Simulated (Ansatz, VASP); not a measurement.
**TaN: VASP beside Ansatz**

File INCAR:

```
SYSTEM = TaN
PREC = Accurate
ENCUT = 520
EDIFF = 1E-6
ISMEAR = -1
SIGMA = 0.01
LREAL = .False.
LASPH = .True.
NELM = 80
ALGO = Normal
ISIF = 2
LWAVE = .False.
LCHARG = .False.
GGA = PS
NBANDS = 24
```

File KPOINTS:

```
regular mesh
0
Gamma
  11 11 6
  0 0 0
```

Contents of POSCAR:

```
TaN
1.0
    3.0480019786     -0.0304800198     -0.0304800198
   -1.5503974607      2.6548871541     -0.0111564616
   -0.0491800000     -0.0491800000      4.9180000000
Ta N
2 2
Direct
    0.0000000000      0.0000000000      0.0000000000
    0.0000000000      0.0000000000      0.5000000000
    0.3333333333      0.6666666667      0.2500000000
    0.6666666667      0.3333333333      0.7500000000
```

Input for Ansatz:

```yaml
crystal:
  lattice:
    - [3.0480019786, -0.0304800198, -0.0304800198]
    - [-1.5503974607, 2.6548871541, -0.0111564616]
    - [-0.04918, -0.04918, 4.918]
  atoms:
    - { symbol: Ta, position: [0.0, 0.0, 0.0] }
    - { symbol: Ta, position: [0.0, 0.0, 0.5] }
    - { symbol: "N", position: [0.3333333333, 0.6666666667, 0.25] }
    - { symbol: "N", position: [0.6666666667, 0.3333333333, 0.75] }
kpoints:
  mp_grid: { grid: [11, 11, 6] }
  band_path:
    path:
      - [0.0, 0.0, 0.0]
      - [0.0, 0.0, 0.5]
      - [-0.5, 0.5, 0.0]
      - [0.0, 0.0, 0.0]
      - [0.0, -0.5, 0.0]
      - [-0.5, 0.0, 0.5]
      - [0.0, 0.0, 0.0]
      - [-0.5, 0.0, 0.0]
      - [0.0, -0.5, 0.5]
    npoints: 5
scf:
  occupations: { method: fermi_dirac, width: 0.01 }
hamiltonian:
  xc: pbesol
  pseudopotentials: { kind: all_electron, lapw: { basis_error: 0.001 } }
output:
  forces: true
  stress: true
  eigenvalues: true
```

Change from the starting cell: equal xy, yz and zx shear strains of -2 %.

Alike in both runs: task single point; functional PBEsol; k mesh 11 × 11 × 6; occupations fermi-dirac, width 0.01 eV; no spin polarisation.

```csv
,VASP,Ansatz
version,VASP 6.6.1,Ansatz 0.2.0
potentials or method,"VASP PAW PBE potentials, release 64 (Ta_pv, N), cutoff 520 eV","all-electron LAPW, scalar-relativistic"
```

|  | VASP | Ansatz | Ansatz less VASP |
| --- | --- | --- | --- |
| pressure (GPa) | 50.5 | 48.3 | -2.20 |
| traceless stress, the component that is largest in VASP (GPa) | 54.47 | 53.64 | -0.830 |
| rms of the force components (eV/Å) | 0.165 | 0.161 | -0.0043 |

VASP's potentials were made for PBE, not for PBEsol. Atom by atom the forces differ by 0.004 eV/Å (rms over components). Both programs put the cell under a high pressure, so it lies far from rest at this level. Ansatz ran all-electron here, and VASP with PAW potentials.

Neither program's run includes spin-orbit coupling.
